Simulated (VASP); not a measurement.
# F (I4_1/amd) in VASP: notebook

The runs below take F through single point, relaxation of cell and atoms, with PBE.

Program: VASP 6.6.1. These are calculated values, not measurements. Logs are shortened: lines on timing, memory, paths and dates and some standing lists are left out, and cuts for length are marked.

**1. The cell of the first run**

Symmetry: I4_1/amd, No. 141, tetragonal system. Conventional cell: a = 3.613 Å, b = 3.613 Å, c = 2.276 Å, α = 90.00°, β = 90.00°, γ = 90.00°. F (site symmetry -4m2) has 10 F at 1.89 to 2.49 Å within 2.5 Å.

**2. Single point, PBE**

Contents of INCAR:

```
SYSTEM = F
PREC = Accurate
ENCUT = 520
EDIFF = 1E-6
ISMEAR = -1
SIGMA = 0.08
LREAL = .FALSE.
LASPH = .TRUE.
NELM = 80
ALGO = Normal
ISIF = 2
LWAVE = .FALSE.
LCHARG = .FALSE.
GGA = PE
NBANDS = 14
```

Contents of KPOINTS:

```
regular mesh
0
G
  19 19 19
  0 0 0
```

Contents of POSCAR:

```
F
1.0
   -1.8065893765      1.8065893765      1.1381792401
    1.8065893765     -1.8065893765      1.1381792401
    1.8065893765      1.8065893765     -1.1381792401
F
2
Direct
   -0.3750000000     -0.1250000000     -0.2500000000
    0.3750000000      0.1250000000      0.2500000000
```

Potentials or basis: VASP PAW PBE potentials, release 64 (F).

Command:

```bash
> cat potpaw_PBE.64/F/POTCAR > POTCAR
> mpirun -np 1 vasp_std > vasp.out
```

OUTCAR:

```text
SYSTEM = F
   PREC = Accurate
   ENCUT = 520
   EDIFF = 1E-6
   ISMEAR = -1
   LREAL = .FALSE.
   LASPH = .TRUE.
   NELM = 80
   ISIF = 2
   GGA = PE

 ion  position               nearest neighbor table
   1  0.625  0.875  0.750-   2 1.89   2 1.89   2 1.89   2 1.89
   2  0.375  0.125  0.250-   1 1.89   1 1.89   1 1.89   1 1.89

  LATTYP: Found a body centered tetragonal cell.
 ALAT       =     3.6131787530
 C/A-ratio  =     0.6300154617

  Lattice vectors:

 A1 = (  -1.8065893765,   1.8065893765,   1.1381792401)
 A2 = (   1.8065893765,  -1.8065893765,   1.1381792401)
 A3 = (   1.8065893765,   1.8065893765,  -1.1381792401)

Analysis of symmetry for initial positions (statically):
=====================================================================
 Subroutine PRICEL returns:
 Original cell was already a primitive cell.

 Routine SETGRP: Setting up the symmetry group for a
 body centered tetragonal supercell.

 Subroutine GETGRP returns: Found 16 space group operations
 (whereof  4 operations were pure point group operations)
 out of a pool of 16 trial point group operations.

The static configuration has the point symmetry C_2h.
 The point group associated with its full space group is D_4h.

Analysis of symmetry for dynamics (positions and initial velocities):
=====================================================================
 Subroutine PRICEL returns:
 Original cell was already a primitive cell.

 Routine SETGRP: Setting up the symmetry group for a
 body centered tetragonal supercell.

 Subroutine GETGRP returns: Found 16 space group operations
 (whereof  4 operations were pure point group operations)
 out of a pool of 16 trial point group operations.

The dynamic configuration has the point symmetry C_2h.
 The point group associated with its full space group is D_4h.

 Subroutine INISYM returns: Found 16 space group operations
 (whereof  4 operations are pure point group operations),
 and found     1 'primitive' translations

----------------------------------------------------------------------------------------

                                     Primitive cell

  volume of cell :      14.8590

  direct lattice vectors                    reciprocal lattice vectors
    -1.806589377  1.806589377  1.138179240     0.000000000  0.276764608  0.439298120
     1.806589377 -1.806589377  1.138179240     0.276764608  0.000000000  0.439298120
     1.806589377  1.806589377 -1.138179240     0.276764608  0.276764608  0.000000000

  length of vectors
     2.796959480  2.796959480  2.796959480     0.519212371  0.519212371  0.391404262

  position of ions in fractional coordinates (direct lattice)
     0.625000000  0.875000000  0.750000000
     0.375000000  0.125000000  0.250000000

  ion indices of the primitive-cell ions
   primitive index   ion index
                 1           1
                 2           2

----------------------------------------------------------------------------------------

 KPOINTS: regular mesh

Automatic generation of k-mesh.
 Grid dimensions read from file:
 generate k-points for:   19   19   19

 Generating k-lattice:

  Cartesian coordinates                     Fractional coordinates (reciprocal lattice)
     0.000000000  0.014566558  0.023120954     0.052631579  0.000000000  0.000000000
     0.014566558  0.000000000  0.023120954     0.000000000  0.052631579  0.000000000
     0.014566558  0.014566558  0.000000000     0.000000000  0.000000000  0.052631579

  Length of vectors
     0.027326967  0.027326967  0.020600224

  Shift w.r.t. Gamma in fractional coordinates (k-lattice)
     0.000000000  0.000000000  0.000000000

 Subroutine IBZKPT returns following result:
 ===========================================

 Found    550 irreducible k-points:

 Following reciprocal coordinates:
            Coordinates               Weight
  0.000000  0.000000  0.000000      1.000000
  0.052632  0.000000  0.000000      8.000000
  0.105263  0.000000  0.000000      8.000000
  0.157895  0.000000  0.000000      8.000000
  0.210526  0.000000 -0.000000      8.000000
  0.263158 -0.000000  0.000000      8.000000
[... 16 lines left out ...]
 -0.315789  0.052632 -0.000000     16.000000
 -0.263158  0.052632  0.000000     16.000000
 [... further k-points ...]
   k-points           NKPTS =    550   k-points in BZ     NKDIM =    550   number of bands    NBANDS=     14
   number of dos      NEDOS =    301   number of ions     NIONS =      2
   total plane-waves  NPLWV =  13824
   dimension x,y,z NGX =    24 NGY =   24 NGZ =   24
   dimension x,y,z NGXF=    48 NGYF=   48 NGZF=   48
   ions per type =               2
   NGX,Y,Z   is equivalent  to a cutoff of  14.27, 14.27, 14.27 a.u.
   NGXF,Y,Z  is equivalent  to a cutoff of  28.53, 28.53, 28.53 a.u.
 SYSTEM =  F
   PREC   = accura    normal or accurate (medium, high low for compatibility)
   ISTART =      0    job   : 0-new  1-cont  2-samecut
   ICHARG =      2    charge: 1-file 2-atom 10-const
   ISPIN  =      1    spin polarized calculation?
   LNONCOLLINEAR =      F non collinear calculations
   LSORBIT =      F    spin-orbit coupling
   LASPH  =      T    aspherical Exc in radial PAW
   ENCUT  =  520.0 eV  38.22 Ry    6.18 a.u.   5.20  5.20  5.20*2*pi/ulx,y,z
   NELM   =     80;   NELMIN=  2; NELMDL= -5     # of ELM steps
   EDIFF  = 0.1E-05   stopping-criterion for ELM
   LREAL  =      F    real-space projection
   EDIFFG = 0.1E-04   stopping-criterion for IOM
   NSW    =      0    number of steps for IOM
   IBRION =     -1    ionic relax: 0-MD 1-quasi-New 2-CG
   NFREE  =      0    steps in history (QN), initial steepest desc. (CG)
   ISIF   =      2    stress and relaxation
   ISYM   =      2    0-nonsym 1-usesym 2-fastsym
   POTIM  = 0.5000    time-step for ionic-motion
   TEBEG  =    0.0;   TEEND  =   0.0 temperature during run
   PSTRESS=    0.0 pullay stress
   NELECT =      14.0000    total number of electrons
   NUPDOWN=      -1.0000    fix difference up-down
   EMIN   =  10.00;   EMAX   =-10.00  energy-range for DOS
   EFERMI =   0.00;   METHOD = LEGACY
   ISMEAR =    -1;   SIGMA  =   0.08  broadening in eV -4-tet -1-fermi 0-gaus
   EFERMI_NEDOS =   21; number of points for ismear=-14 and -15
   IALGO  =     38    algorithm
   IMIX   =      4    mixing-type and parameters
     AMIX     =   0.40;   BMIX     =  1.00
     AMIX_MAG =   1.60;   BMIX_MAG =  1.00
  volume/ion in A,a.u.               =       7.43        50.14
  Fermi-wavevector in a.u.,A,eV,Ry     =   1.604923  3.032866 35.045605  2.575779
  Thomas-Fermi vector in A             =   2.701351
   LORBIT       =      0    0 simple, 1 ext, 2 COOP (PROOUT), +10 PAW based schemes
   GGA     = PE    functional components
   LHFCALC =     F    Hartree Fock is set to
   AEXX    =    0.0000 exact exchange contribution
   IVDW    =     0    specifies the selected vdW correction
   LEPSILON=     F    determine dielectric tensor
   LRPA    =     F    only Hartree local field effects (RPA)
 non-spin polarized calculation
  energy-cutoff  :      520.00
  volume of cell :       14.86
 maximum number of plane-waves:       410
 NGX is ok and might be reduce to    24
   NGX = 11   NGY = 11   NGZ = 11

 number of electron      14.0000000 magnetization

 Free energy of the ion-electron system (eV)
  ---------------------------------------------------
  ext. energy  EPLUGINS =         0.00000000
  ---------------------------------------------------
  free energy    TOTEN  =        -1.30003732 eV

  energy without entropy =       -1.23998517  energy(sigma->0) =       -1.27001124

 E-fermi :   0.7059     XC(G=0): -11.9470

 val. band max:        0.7051847018   @ k =   0.3684   0.3684   0.0000
 cond. band min:       0.7063255045   @ k =  -0.4211   0.4737   0.2105
 fundamental gap:      0.0011408028
 Fermi energy:         0.7058842126

 k-point     1 :       0.0000    0.0000    0.0000
  band No.  band energies     occupation
      1     -24.6357      2.00000
      2     -18.6011      2.00000
      3      -4.5564      2.00000
      4      -4.5564      2.00000
      5      -0.1741      1.99997
      6      -0.1077      1.99992
      7       0.9968      0.05132
      8       0.9968      0.05132
      9      15.9740      0.00000
     10      19.4556      0.00000
     11      29.5182      0.00000
     12      32.0804      0.00000
     13      32.0804      0.00000
     14      36.7205      0.00000

 k-point     2 :       0.0526    0.0000    0.0000
  band No.  band energies     occupation
      1     -24.5828      2.00000
      2     -18.6222      2.00000
      3      -4.5633      2.00000
      4      -4.4985      2.00000
      5      -0.2708      1.99999
      6      -0.2315      1.99998
      7       0.9517      0.08848
      8       0.9937      0.05328
      9      16.1493      0.00000
     10      19.5723      0.00000
     11      29.3655      0.00000
     12      31.4331      0.00000
     13      31.6815      0.00000
     14      36.3335      0.00000

 k-point     3 :       0.1053    0.0000    0.0000
  band No.  band energies     occupation
      1     -24.4279      2.00000
      2     -18.6839      2.00000
      3      -4.5824      2.00000
      4      -4.3367      2.00000
      5      -0.6398      2.00000
      6      -0.4989      2.00000
      7       0.8403      0.31429
      8       0.9839      0.06007
      9      16.6413      0.00000
     10      19.9050      0.00000
     11      28.6020      0.00000
     12      30.1476      0.00000
     13      31.3001      0.00000
     14      36.3712      0.00000
[... 324 lines left out ...]
 k-point    23 :      -0.3158    0.0526   -0.0000
  band No.  band energies     occupation
      1     -23.2828      2.00000
      2     -19.2710      2.00000
      3      -4.7803      2.00000
      4      -3.7852      2.00000
      5      -2.7025      2.00000
      6      -1.2863      2.00000
      7       0.1196      1.99869
      8       0.9339      0.10939
      9      19.3940      0.00000
     10      21.3110      0.00000
     11      24.6504      0.00000
     12      28.3852      0.00000
     13      32.8692      0.00000
     14      36.2502      0.00000

 k-point    24 :      -0.2632    0.0526    0.0000
  band No.  band energies     occupation
      1     -23.6941      2.00000
      2     -19.1047      2.00000
      3      -4.7391      2.00000
      4      -3.6862      2.00000
      5      -2.1410      2.00000
      6      -1.1219      2.00000
      7       0.3297      1.98201
      8       0.9641      0.07624
      9      18.4927      0.00000
     10      21.0314      0.00000
     11      25.6689      0.00000
     12      28.5048      0.00000
     13      32.2857      0.00000
     14      36.6651      0.00000

 [... further k-points ...]

------------------------ aborting loop because EDIFF is reached ----------------------------------------

  FORCE on cell =-STRESS in cart. coord.  units (eV):
  Direction    XX          YY          ZZ          XY          YZ          ZX
  --------------------------------------------------------------------------------------
  -------------------------------------------------------------------------------------
  Total        4.8670765      4.8670765      4.8310910     -0.0000000      0.0000000      0.0000000
  in kB      524.7944132    524.7944132    520.9142571     -0.0000000      0.0000000      0.0000000
  external PRESSURE =     523.5010279 kB  Pullay stress =       0.0000000 kB

 VOLUME and BASIS-vectors are now :
 -----------------------------------------------------------------------------
  energy-cutoff  :      520.00
  volume of cell :       14.86
      direct lattice vectors                 reciprocal lattice vectors
    -1.806589377  1.806589377  1.138179240     0.000000000  0.276764608  0.439298120
     1.806589377 -1.806589377  1.138179240     0.276764608  0.000000000  0.439298120
     1.806589377  1.806589377 -1.138179240     0.276764608  0.276764608  0.000000000

 POSITION                                       TOTAL-FORCE (eV/Angst)
 -----------------------------------------------------------------------------------
      1.80659      0.90329      0.85363        -0.000000      0.000000     -0.000000
     -0.00000      0.90329      0.28454         0.000000     -0.000000      0.000000
 -----------------------------------------------------------------------------------
    total drift:                               -0.000000      0.000000      0.000000

  FREE ENERGIE OF THE ION-ELECTRON SYSTEM (eV)
  ---------------------------------------------------
  free  energy   TOTEN  =        -1.3000373188 eV

  energy  without entropy=       -1.2399851676  energy(sigma->0) =       -1.27001124
```

Run time: 2.4 min. Hardware: 1 thread of Intel Xeon 8259CL, shared host; peak memory 0.2 GiB.

Results:

| Property | Result |
| --- | --- |
| Free energy | -1.3000 eV |
| Pressure | 52.4 GPa |
| Band gap on the k mesh | zero (bands 7 and 8 overlap by 1.99 eV) |

Levels at points of the mesh, in eV from the Fermi level:
```tsv
k point	band 5	band 6	band 7	band 8	band 9	band 10
(0.00, 0.00, 0.00)	-0.88	-0.81	0.29	0.29	15.27	18.75
```

Caveat: the cell stands under pressure.

**3. Relaxation of cell and atoms, PBE, target pressure 53 GPa, at which the enthalpy is minimised**

Contents of INCAR:

```
SYSTEM = F
PREC     = Accurate       ! precision mode
ENCUT    = 600            ! plane-wave cutoff, eV
EDIFF    = 1E-7           ! SCF threshold, eV
ISMEAR   = -1             ! smearing method
SIGMA    = 0.08           ! smearing width, eV
LREAL    = .FALSE.        ! projectors in reciprocal space
LASPH    = .TRUE.         ! aspherical terms in the spheres
NELM     = 60             ! most SCF steps
ALGO     = Normal         ! electronic algorithm
ISIF     = 3              ! what is computed and relaxed
LWAVE    = .FALSE.        ! write WAVECAR
LCHARG   = .FALSE.        ! write CHGCAR
GGA      = PE             ! functional
IBRION   = 2              ! ionic algorithm
NSW      = 32             ! ionic steps
EDIFFG   = -0.005         ! ionic threshold
PSTRESS  = 530.0
```

KPOINTS is that of step 2.

Contents of POSCAR:

```
F
1.0
   -1.8068000205      1.8068000205      1.1380221961
    1.8068000205     -1.8068000205      1.1380221961
    1.8068000205      1.8068000205     -1.1380221961
F
2
Direct
   -0.3750000000     -0.1250000000     -0.2500000000
    0.3750000000      0.1250000000      0.2500000000
```

Potentials or basis: VASP PAW PBE potentials, release 64 (F).

Command:

```bash
> cat potpaw_PBE.64/F/POTCAR > POTCAR
> mpirun -np 1 vasp_std > vasp.out
```

It took 3.9 min on 1 thread of Intel Xeon 8259CL, shared host; peak memory 0.21 GiB.

Results (log left out):

```yaml
Free_energy: -1.2902 eV
Relaxed_volume: 7.41 Å³/atom
Relaxed_cell: a = 2.795 Å, b = 2.795 Å, c = 2.795 Å, α = 99.52°, β = 99.52°, γ = 132.01°
Space_group_after_relaxing_to_0.1_Å: I4_1/amd (No. 141)
Energy_change_on_relaxing_the_run_minimises_the_enthalpy: +6.3 meV/atom
Ionic_steps: 4
Pressure_after_relaxing: 53.0 GPa
Band_gap_on_the_k_mesh: zero (bands 7 and 8 overlap by 2.00 eV)
```

Stress tensor (GPa, compression positive):
```
52.99  0.00  0.00
 0.00 52.99  0.00
 0.00  0.00 52.91
```

Step by step:
```csv
step,energy change (eV),largest force (eV/Å),pressure (GPa),volume (Å³)
1,0.0000,0.0000,52.31,14.86
2,0.0228,0.0000,53.61,14.79
3,0.0121,0.0000,53.00,14.82
4,0.0125,0.0000,52.96,14.82
```

Final structure:
```
F
1.0
    -1.80555    1.80555    1.13668
     1.80555   -1.80555    1.13668
     1.80555    1.80555   -1.13668
F
2
Direct
  0.62500 0.87500 0.75000
  0.37500 0.12500 0.25000
```

Levels at points of the mesh, in eV from the Fermi level:
| k point | band 5 | band 6 | band 7 | band 8 | band 9 | band 10 |
| --- | --- | --- | --- | --- | --- | --- |
| (0.00, 0.00, 0.00) | -0.88 | -0.81 | 0.29 | 0.29 | 15.30 | 18.75 |

Caveat: the cell is relaxed towards a set pressure, so the run minimises the enthalpy, not the energy.
